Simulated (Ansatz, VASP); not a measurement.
## Two plane-wave programs on C

Contents of INCAR:

```
SYSTEM = C
ALGO = Normal ; EDIFF = 1E-7
ENCUT = 520 ; GGA = PE
ISIF = 2 ; ISMEAR = 0
LASPH = .True. ; LCHARG = .False.
LREAL = .False. ; LWAVE = .False.
NBANDS = 11 ; NELM = 80
PREC = Accurate ; SIGMA = 0.05
```

Contents of KPOINTS:

```
k-points
0
Gamma
  22 22 22
  0 0 0
```

The input POSCAR:

```
C
1.0
    0.0000000000      1.8092848219      1.8092848219
    1.8092848219      0.0000000000      1.8092848219
    1.8092848219      1.8092848219      0.0000000000
C
2
Direct
    0.0000000000      0.0000000000      0.0000000000
    0.2500000000      0.2500000000      0.2500000000
```

Input for Ansatz:

```yaml
crystal:
  lattice:
    - [0.0, 1.8092848219, 1.8092848219]
    - [1.8092848219, 0.0, 1.8092848219]
    - [1.8092848219, 1.8092848219, 0.0]
  atoms:
    - { symbol: C, position: [0.0, 0.0, 0.0] }
    - { symbol: C, position: [0.25, 0.25, 0.25] }
basis:
  ecutwfc: 420
  ecutrho_ratio: 4
kpoints:
  mp_grid: { grid: [22, 22, 22] }
hamiltonian:
  xc: pbe
scf:
  occupations: { method: gaussian, width: 0.05 }
output:
  forces: true
  stress: true
  eigenvalues: true
```

Alike in both runs: task single point; functional PBE; k mesh 22 × 22 × 22; occupations gaussian, width 0.05 eV; no spin polarisation.

```csv
,VASP,Ansatz
version,VASP 6.6.1,Ansatz 0.2.0
potentials or method,"VASP PAW PBE potentials, release 64 (C), cutoff 520 eV","scalar-relativistic, plane waves, PAW"
valence electrons in the cell,8,8
```

```csv
,VASP,Ansatz,Ansatz less VASP
gap on the k mesh at the Fermi level (eV),4.03,4.05,+0.011
least direct gap on the mesh (eV),5.47,5.48,+0.007
pressure (GPa),-15.3,-15.8,-0.51
```
